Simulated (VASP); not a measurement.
# Mo (Im-3m) in VASP: a series of runs

Mo is run at these levels: LDA; tasks: single point.

All numbers are computed with VASP 6.6.1; they aren't measurements. Logs are shortened: lines on timing, memory, paths and dates and some standing lists are left out, and cuts for length are marked.

## (1) The cell of the first run

Symmetry: Im-3m, No. 229, cubic system. The conventional cell has a = 3.168 Å, b = 3.168 Å, c = 3.168 Å, α = 90.00°, β = 90.00°, γ = 90.00°. Mo (site symmetry m-3m) has 14 Mo at 2.74 to 3.17 Å within 3.6 Å.

## (2) Single point, LDA

Input file INCAR:

```
SYSTEM = Mo
PREC = Accurate
ENCUT = 520
EDIFF = 1E-7
ISMEAR = 1
SIGMA = 0.1
LREAL = .False.
LASPH = .True.
NELM = 60
ALGO = Normal
ISIF = 2
LWAVE = .False.
LCHARG = .True.
GGA = CA
LELF = .True.
LVHAR = .True.
NBANDS = 13
```

Input file KPOINTS:

```
regular mesh
0
Gamma
  13 13 13
  0 0 0
```

Input file POSCAR:

```
Mo
1.0
   -1.5838352706      1.5838352706      1.5838352706
    1.5838352706     -1.5838352706      1.5838352706
    1.5838352706      1.5838352706     -1.5838352706
Mo
1
Direct
    0.0000000000      0.0000000000      0.0000000000
```

Potentials or basis: VASP PAW LDA potentials, release 64 (Mo_sv).

Run with:

```
> cat potpaw_LDA.64/Mo_sv/POTCAR > POTCAR
> mpirun -np 1 vasp_std > vasp.out
```

OUTCAR:

```text
SYSTEM = Mo
   PREC = Accurate
   ENCUT = 520
   EDIFF = 1E-7
   ISMEAR = 1
   LREAL = .False.
   LASPH = .True.
   NELM = 60
   ISIF = 2
   GGA = CA

 ion  position               nearest neighbor table
   1  0.000  0.000  0.000-

  LATTYP: Found a body centered cubic cell.
 ALAT       =     3.1676705412

  Lattice vectors:

 A1 = (  -1.5838352706,   1.5838352706,   1.5838352706)
 A2 = (   1.5838352706,  -1.5838352706,   1.5838352706)
 A3 = (   1.5838352706,   1.5838352706,  -1.5838352706)

Analysis of symmetry for initial positions (statically):
=====================================================================
 Subroutine PRICEL returns:
 Original cell was already a primitive cell.

 Routine SETGRP: Setting up the symmetry group for a
 body centered cubic supercell.

 Subroutine GETGRP returns: Found 48 space group operations
 (whereof 48 operations were pure point group operations)
 out of a pool of 48 trial point group operations.

The static configuration has the point symmetry O_h .

Analysis of symmetry for dynamics (positions and initial velocities):
=====================================================================
 Subroutine PRICEL returns:
 Original cell was already a primitive cell.

 Routine SETGRP: Setting up the symmetry group for a
 body centered cubic supercell.

 Subroutine GETGRP returns: Found 48 space group operations
 (whereof 48 operations were pure point group operations)
 out of a pool of 48 trial point group operations.

The dynamic configuration has the point symmetry O_h .

 Subroutine INISYM returns: Found 48 space group operations
 (whereof 48 operations are pure point group operations),
 and found     1 'primitive' translations

----------------------------------------------------------------------------------------

                                     Primitive cell

  volume of cell :      15.8924

  direct lattice vectors                    reciprocal lattice vectors
    -1.583835271  1.583835271  1.583835271     0.000000000  0.315689396  0.315689396
     1.583835271 -1.583835271  1.583835271     0.315689396  0.000000000  0.315689396
     1.583835271  1.583835271 -1.583835271     0.315689396  0.315689396  0.000000000

  length of vectors
     2.743283159  2.743283159  2.743283159     0.446452225  0.446452225  0.446452225

  position of ions in fractional coordinates (direct lattice)
     0.000000000  0.000000000  0.000000000

  ion indices of the primitive-cell ions
   primitive index   ion index
                 1           1

----------------------------------------------------------------------------------------

 KPOINTS: regular mesh

Automatic generation of k-mesh.
 Grid dimensions read from file:
 generate k-points for:   13   13   13

 Generating k-lattice:

  Cartesian coordinates                     Fractional coordinates (reciprocal lattice)
     0.000000000  0.024283800  0.024283800     0.076923077  0.000000000  0.000000000
     0.024283800  0.000000000  0.024283800     0.000000000  0.076923077  0.000000000
     0.024283800  0.024283800  0.000000000     0.000000000  0.000000000  0.076923077

  Length of vectors
     0.034342479  0.034342479  0.034342479

  Shift w.r.t. Gamma in fractional coordinates (k-lattice)
     0.000000000  0.000000000  0.000000000

 Subroutine IBZKPT returns following result:
 ===========================================

 Found     84 irreducible k-points:

 Following reciprocal coordinates:
            Coordinates               Weight
  0.000000  0.000000  0.000000      1.000000
  0.076923  0.000000  0.000000     12.000000
  0.153846  0.000000  0.000000     12.000000
  0.230769  0.000000  0.000000     12.000000
  0.307692  0.000000  0.000000     12.000000
  0.384615  0.000000  0.000000     12.000000
[... 16 lines left out ...]
  0.153846  0.076923  0.076923     24.000000
  0.230769  0.076923  0.076923     24.000000
 [... further k-points ...]
   k-points           NKPTS =     84   k-points in BZ     NKDIM =     84   number of bands    NBANDS=     13
   number of dos      NEDOS =    301   number of ions     NIONS =      1
   total plane-waves  NPLWV =   8000
   dimension x,y,z NGX =    20 NGY =   20 NGZ =   20
   dimension x,y,z NGXF=    40 NGYF=   40 NGZF=   40
   ions per type =               1
   NGX,Y,Z   is equivalent  to a cutoff of  12.12, 12.12, 12.12 a.u.
   NGXF,Y,Z  is equivalent  to a cutoff of  24.24, 24.24, 24.24 a.u.
 SYSTEM =  Mo
   PREC   = accura    normal or accurate (medium, high low for compatibility)
   ISTART =      0    job   : 0-new  1-cont  2-samecut
   ICHARG =      2    charge: 1-file 2-atom 10-const
   ISPIN  =      1    spin polarized calculation?
   LNONCOLLINEAR =      F non collinear calculations
   LSORBIT =      F    spin-orbit coupling
   LASPH  =      T    aspherical Exc in radial PAW
   ENCUT  =  520.0 eV  38.22 Ry    6.18 a.u.   5.10  5.10  5.10*2*pi/ulx,y,z
   NELM   =     60;   NELMIN=  2; NELMDL= -5     # of ELM steps
   EDIFF  = 0.1E-06   stopping-criterion for ELM
   LREAL  =      F    real-space projection
   EDIFFG = 0.1E-05   stopping-criterion for IOM
   NSW    =      0    number of steps for IOM
   IBRION =     -1    ionic relax: 0-MD 1-quasi-New 2-CG
   NFREE  =      0    steps in history (QN), initial steepest desc. (CG)
   ISIF   =      2    stress and relaxation
   ISYM   =      2    0-nonsym 1-usesym 2-fastsym
   POTIM  = 0.5000    time-step for ionic-motion
   TEBEG  =    0.0;   TEEND  =   0.0 temperature during run
   PSTRESS=    0.0 pullay stress
   NELECT =      14.0000    total number of electrons
   NUPDOWN=      -1.0000    fix difference up-down
   EMIN   =  10.00;   EMAX   =-10.00  energy-range for DOS
   EFERMI =   0.00;   METHOD = LEGACY
   ISMEAR =     1;   SIGMA  =   0.10  broadening in eV -4-tet -1-fermi 0-gaus
   EFERMI_NEDOS =   21; number of points for ismear=-14 and -15
   IALGO  =     38    algorithm
   IMIX   =      4    mixing-type and parameters
     AMIX     =   0.40;   BMIX     =  1.00
     AMIX_MAG =   1.60;   BMIX_MAG =  1.00
  volume/ion in A,a.u.               =      15.89       107.25
  Fermi-wavevector in a.u.,A,eV,Ry     =   1.569354  2.965648 33.509395  2.462871
  Thomas-Fermi vector in A             =   2.671249
   LORBIT       =      0    0 simple, 1 ext, 2 COOP (PROOUT), +10 PAW based schemes
   GGA     = CA    functional components
   LHFCALC =     F    Hartree Fock is set to
   AEXX    =    0.0000 exact exchange contribution
   IVDW    =     0    specifies the selected vdW correction
   LEPSILON=     F    determine dielectric tensor
   LRPA    =     F    only Hartree local field effects (RPA)
 non-spin polarized calculation
 Methfessel and Paxton  Order N= 1 SIGMA  =   0.10
  energy-cutoff  :      520.00
  volume of cell :       15.89
 maximum number of plane-waves:       442
   NGX = 11   NGY = 11   NGZ = 11

 number of electron      14.0000005 magnetization

 Free energy of the ion-electron system (eV)
  ---------------------------------------------------
  ext. energy  EPLUGINS =         0.00000000
  ---------------------------------------------------
  free energy    TOTEN  =       -12.10015628 eV

  energy without entropy =      -12.09905115  energy(sigma->0) =      -12.09978791

 E-fermi :  12.3421     XC(G=0): -13.5108

 val. band max:       12.2854942609   @ k =  -0.3077   0.3077   0.1538
 cond. band min:      12.3484679007   @ k =  -0.2308   0.3077   0.0769
 fundamental gap:      0.0629736398
 Fermi energy:        12.3421196961

 k-point     1 :       0.0000    0.0000    0.0000
  band No.  band energies     occupation
      1     -48.7294      2.00000
      2     -22.2080      2.00000
      3     -22.2080      2.00000
      4     -22.2080      2.00000
      5       5.0247      2.00000
      6      10.8561      2.00000
      7      10.8561      2.00000
      8      10.8561      2.00000
      9      13.7972     -0.00000
     10      13.7972     -0.00000
     11      27.0008      0.00000
     12      27.0008      0.00000
     13      27.0008      0.00000

 k-point     2 :       0.0769    0.0000    0.0000
  band No.  band energies     occupation
      1     -48.7151      2.00000
      2     -22.2907      2.00000
      3     -22.2336      2.00000
      4     -22.2086      2.00000
      5       5.2811      2.00000
      6      10.7136      2.00000
      7      10.8311      2.00000
      8      11.0972      2.00000
      9      13.5964     -0.00000
     10      13.8020     -0.00000
     11      27.1858      0.00000
     12      27.4329      0.00000
     13      27.4870      0.00000

 k-point     3 :       0.1538    0.0000    0.0000
  band No.  band energies     occupation
      1     -48.6755      2.00000
      2     -22.5159      2.00000
      3     -22.3039      2.00000
      4     -22.2103      2.00000
      5       5.9747      2.00000
      6      10.3428      2.00000
      7      10.7104      2.00000
      8      11.8011      2.00000
      9      13.2753     -0.00000
     10      13.8327     -0.00000
     11      27.4922      0.00000
     12      28.4403      0.00000
     13      28.6631      0.00000
[... 305 lines left out ...]
 k-point    23 :       0.1538    0.0769    0.0769
  band No.  band energies     occupation
      1     -48.6010      2.00000
      2     -22.9260      2.00000
      3     -22.3718      2.00000
      4     -22.2754      2.00000
      5       7.2656      2.00000
      6       9.7267      2.00000
      7       9.9497      2.00000
      8      13.4627     -0.00000
      9      13.8551     -0.00000
     10      13.9200     -0.00000
     11      27.7522      0.00000
     12      28.3026      0.00000
     13      29.4076      0.00000

 k-point    24 :       0.2308    0.0769    0.0769
  band No.  band energies     occupation
      1     -48.5462      2.00000
      2     -23.1725      2.00000
      3     -22.5032      2.00000
      4     -22.2842      2.00000
      5       7.7576      2.00000
      6       9.3183      2.00000
      7      10.3124      2.00000
      8      13.6005     -0.00000
      9      14.1041     -0.00000
     10      15.4841      0.00000
     11      26.4962      0.00000
     12      26.8536      0.00000
     13      30.6765      0.00000

 [... further k-points ...]

------------------------ aborting loop because EDIFF is reached ----------------------------------------

  FORCE on cell =-STRESS in cart. coord.  units (eV):
  Direction    XX          YY          ZZ          XY          YZ          ZX
  --------------------------------------------------------------------------------------
  -------------------------------------------------------------------------------------
  Total       -1.3293338     -1.3293338     -1.3293338      0.0000000      0.0000000      0.0000000
  in kB     -134.0153653   -134.0153653   -134.0153653      0.0000000      0.0000000      0.0000000
  external PRESSURE =    -134.0153653 kB  Pullay stress =       0.0000000 kB

 VOLUME and BASIS-vectors are now :
 -----------------------------------------------------------------------------
  energy-cutoff  :      520.00
  volume of cell :       15.89
      direct lattice vectors                 reciprocal lattice vectors
    -1.583835271  1.583835271  1.583835271     0.000000000  0.315689396  0.315689396
     1.583835271 -1.583835271  1.583835271     0.315689396  0.000000000  0.315689396
     1.583835271  1.583835271 -1.583835271     0.315689396  0.315689396  0.000000000

 POSITION                                       TOTAL-FORCE (eV/Angst)
 -----------------------------------------------------------------------------------
      0.00000      0.00000      0.00000        -0.000000      0.000000     -0.000000
 -----------------------------------------------------------------------------------
    total drift:                                0.000000     -0.000000     -0.000000

  FREE ENERGIE OF THE ION-ELECTRON SYSTEM (eV)
  ---------------------------------------------------
  free  energy   TOTEN  =       -12.1001562842 eV

  energy  without entropy=      -12.0990511546  energy(sigma->0) =      -12.09978791
```

Run time: 5.3 s. Hardware: 1 thread of Intel Xeon 6975P-C (Granite Rapids), shared host; peak memory 0.12 GiB.

What came out:

```
Free energy            : -12.1002 eV
Pressure               : -13.4 GPa
Band gap on the k mesh : zero (band 7 reaches 15.74 eV, above the bottom of band 8 at 10.86 eV)
```

Levels at points of the mesh, in eV from the Fermi level:
| k point | band 5 | band 6 | band 7 | band 8 | band 9 | band 10 |
| --- | --- | --- | --- | --- | --- | --- |
| (0.00, 0.00, 0.00) | -7.32 | -1.49 | -1.49 | -1.49 | 1.46 | 1.46 |

## (3) Single point, LDA

This run uses another cell than the first one, of 16.20 Å³/atom, 1.020 times its volume.

Input file INCAR:

```
ALGO = Normal ; EDIFF = 1E-7
ENCUT = 520 ; ISIF = 2
ISMEAR = 1 ; LASPH = True
LCHARG = False ; LREAL = False
LWAVE = False ; NBANDS = 13
NELM = 60 ; PREC = Accurate
SIGMA = 0.1
```

Input file KPOINTS:

```
k-points
0
Gamma
  13 13 13
```

Input file POSCAR:

```
Mo
1.0
   -1.5941202034      1.5941202034      1.5941202034
    1.5941202034     -1.5941202034      1.5941202034
    1.5941202034      1.5941202034     -1.5941202034
Mo
1
Direct
    0.0000000000      0.0000000000      0.0000000000
```

Potentials or basis: VASP PAW LDA potentials, release 64 (Mo_sv).

Run with:

```
> cat potpaw_LDA.64/Mo_sv/POTCAR > POTCAR
> mpirun -np 1 vasp_std > vasp.out
```

It took 5.7 s on 1 thread of Intel Xeon 6975P-C (Granite Rapids), shared host; peak memory 0.13 GiB.

Results (log left out):

```
Free energy            : -12.0700 eV
Pressure               : -17.6 GPa
Band gap on the k mesh : zero (band 7 reaches 15.34 eV, above the bottom of band 8 at 10.58 eV)
```

Levels at points of the mesh, in eV from the Fermi level:
| k point | band 4 | band 5 | band 6 | band 7 | band 8 | band 9 | band 10 | band 11 |
| --- | --- | --- | --- | --- | --- | --- | --- | --- |
| (0.00, 0.00, 0.00) | -34.59 | -7.24 | -1.44 | -1.44 | -1.44 | 1.43 | 1.43 | 14.64 |

(Continued in part 2 of 2.)
